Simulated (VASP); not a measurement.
A run of VASP 6.6.1 is set up as follows.

Contents of POSCAR:

```
MgO
1.0
    3.3077869865      0.0000000000      0.0000000000
   -1.6538934933      2.8646275606      0.0000000000
    0.0000000000      0.0000000000      4.9828816700
Mg O
2 2
Direct
    0.6666666667      0.3333333333      0.5021597400
    0.3333333333      0.6666666667      0.0021597400
    0.6666666667      0.3333333333      0.9024402600
    0.3333333333      0.6666666667      0.4024402600
```

INCAR.step1

```
SYSTEM = MgO
PREC = Accurate
ENCUT = 520
ISMEAR = -1
SIGMA = 0.05
LREAL = .FALSE.
LASPH = .TRUE.
NELM = 100
NBANDS = 16
GGA = PE
ALGO = Normal
EDIFF = 1E-4
LWAVE = .TRUE.
LCHARG = .FALSE.
```

The input INCAR.step2:

```
SYSTEM = MgO
PREC = Accurate
ENCUT = 520
EDIFF = 1E-6
ISMEAR = -1
SIGMA = 0.05
LREAL = .FALSE.
LASPH = .TRUE.
NELM = 100
ALGO = Normal
ISIF = 2
LWAVE = .FALSE.
LCHARG = .FALSE.
METAGGA = R2SCAN
LMIXTAU = .TRUE.
NBANDS = 16
ISTART = 1
```

File KPOINTS:

```
regular mesh
0
G
  9 9 6
  0 0 0
```

Potentials or basis: VASP PAW PBE potentials, release 64 (Mg, O).

Command:

```bash
$ cat potpaw_PBE.64/Mg/POTCAR potpaw_PBE.64/O/POTCAR > POTCAR
$ cp INCAR.step1 INCAR
$ mpirun -np 1 vasp_std > vasp.out
$ cp INCAR.step2 INCAR
$ mpirun -np 1 vasp_std > vasp.out
```

Task: Predict the largest force.

Result: 0.028 eV/Å.

Task: Predict the pressure.

Result: -1.1 GPa.

Forces on the atoms (eV/Å):
```
Mg   0.000  0.000  0.028
Mg   0.000  0.000  0.028
O    0.000  0.000 -0.028
O    0.000  0.000 -0.028
```

Caveat: the PAW data sets were made with another functional, which shifts forces and pressure a little.
